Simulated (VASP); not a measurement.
Wanted: the native input for a VASP 6.6.1 run.

```yaml
Task: single point
Functional: r2SCAN
Potentials_or_basis: VASP PAW PBE potentials, release 64 (Sn_d, Cd, Mn_pv)
Cutoff: 520 eV
k_mesh: 6 × 6 × 6
Occupations: fermi-dirac, width 0.1 eV
Spin: no spin polarisation
Dipole_correction: no
Further_INCAR_settings: ALGO = Normal; EDIFF = 1e-06; NBANDS = 40
```

MnCd3Sn:

```xyz
5
Lattice="5.4560 0.0000 0.0000 0.0000 5.4560 0.0000 0.0000 0.0000 5.4560" Properties=species:S:1:pos:R:3 pbc="T T T"
Sn    2.7280    2.7280    2.7280
Cd    0.0000    2.7280    2.7280
Cd    2.7280    0.0000    2.7280
Cd    2.7280    2.7280    0.0000
Mn    0.0000    0.0000    0.0000
```

The input as run:

POSCAR

```
MnCd3Sn
1.0
    5.4559589900      0.0000000000      0.0000000000
    0.0000000000      5.4559589900      0.0000000000
    0.0000000000      0.0000000000      5.4559589900
Sn Cd Mn
1 3 1
Direct
    0.5000000000      0.5000000000      0.5000000000
    0.0000000000      0.5000000000      0.5000000000
    0.5000000000      0.0000000000      0.5000000000
    0.5000000000      0.5000000000      0.0000000000
    0.0000000000      0.0000000000      0.0000000000
```

INCAR.step1

```
ALGO     = Normal         # electronic algorithm
EDIFF    = 1E-4           # SCF threshold, eV
ENCUT    = 520            # plane-wave cutoff, eV
GGA      = PE             # functional
ISMEAR   = -5             # smearing method
LASPH    = T              # aspherical terms in the spheres
LCHARG   = F              # write CHGCAR
LMAXMIX  = 4              # l up to which the mixer works
LREAL    = F              # projectors in reciprocal space
LWAVE    = T              # write WAVECAR
NBANDS   = 40             # bands
NELM     = 100            # most SCF steps
PREC     = Accurate       # precision mode
SIGMA    = 0.1            # smearing width, eV
```

INCAR.step2

```
ALGO     = Normal         # electronic algorithm
EDIFF    = 1E-6           # SCF threshold, eV
ENCUT    = 520            # plane-wave cutoff, eV
ISIF     = 2              # what is computed and relaxed
ISMEAR   = -1             # smearing method
ISTART   = 1            
LASPH    = T              # aspherical terms in the spheres
LCHARG   = F              # write CHGCAR
LMAXMIX  = 4              # l up to which the mixer works
LMIXTAU  = T            
LORBIT   = 11             # projections on sites
LREAL    = F              # projectors in reciprocal space
LWAVE    = F              # write WAVECAR
METAGGA  = R2SCAN         # meta-GGA
NBANDS   = 40             # bands
NELM     = 100            # most SCF steps
PREC     = Accurate       # precision mode
SIGMA    = 0.1            # smearing width, eV
```

KPOINTS

```
k-points
0
Gamma
  6 6 6
```

Potentials or basis: VASP PAW PBE potentials, release 64 (Sn_d, Cd, Mn_pv).

Command:

```bash
$ cat potpaw_PBE.64/Sn_d/POTCAR potpaw_PBE.64/Cd/POTCAR potpaw_PBE.64/Mn_pv/POTCAR > POTCAR
$ cp INCAR.step1 INCAR
$ mpirun -np 1 vasp_std > vasp.out
$ cp INCAR.step2 INCAR
$ mpirun -np 1 vasp_std > vasp.out
```

It gave:

```json
{
  "Pressure": "-1.3 GPa",
  "Band gap on the k mesh": "zero (an odd number of electrons rules out a gap without spin polarisation)",
  "Valence electrons inside the program's atomic spheres": "Sn 12.49; Cd 10.30; Mn 11.36"
}
```

Caveat: the PAW data sets were made with another functional, which shifts forces and pressure a little; spin-orbit coupling is left out, which moves the levels of the heavy elements; the run has no spin polarisation, though such a crystal can be magnetic.

It took 7.7 min on 1 thread of Intel(R) Xeon(R) Platinum 8488C (Sapphire Rapids), on a shared host, peak memory 0.36 GiB.
